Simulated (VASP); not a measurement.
BN, 4 atoms in the cell. Symmetry: P6_3mc, No. 186, hexagonal system. Conventional cell: a = 2.555 Å, b = 2.555 Å, c = 4.225 Å, α = 90.00°, β = 90.00°, γ = 120.00°. B (site symmetry 3m) has 4 N at 1.57 to 1.58 Å within 2.1 Å. Within 2.1 Å of N (site symmetry 3m) lie 4 B at 1.57 to 1.58 Å. 

```yaml
Program: VASP 6.6.1
Task: single point
Functional: PBE
Potentials_or_basis: VASP PAW PBE potentials, release 64 (B, N)
Cutoff: 600 eV
k_mesh: 12 × 12 × 6
Occupations: gaussian, width 0.01 eV
Spin: no spin polarisation
Dipole_correction: no
Further_INCAR_settings: ALGO = Normal; EDIFF = 1e-06; NBANDS = 16
```

Potentials or basis: VASP PAW PBE potentials, release 64 (B, N).

The run is started by

```console
$ cat potpaw_PBE.64/B/POTCAR potpaw_PBE.64/N/POTCAR > POTCAR
$ mpirun -np 1 vasp_std > vasp.out
```

Hardware: 1 thread of Intel Xeon 8259CL (shared host).

Estimate the wall time of this run.

Wall time 48 s on 1 thread of Intel Xeon 8259CL (shared host), peak memory 0.15 GiB. Counts: scf iterations 13, k points 76.
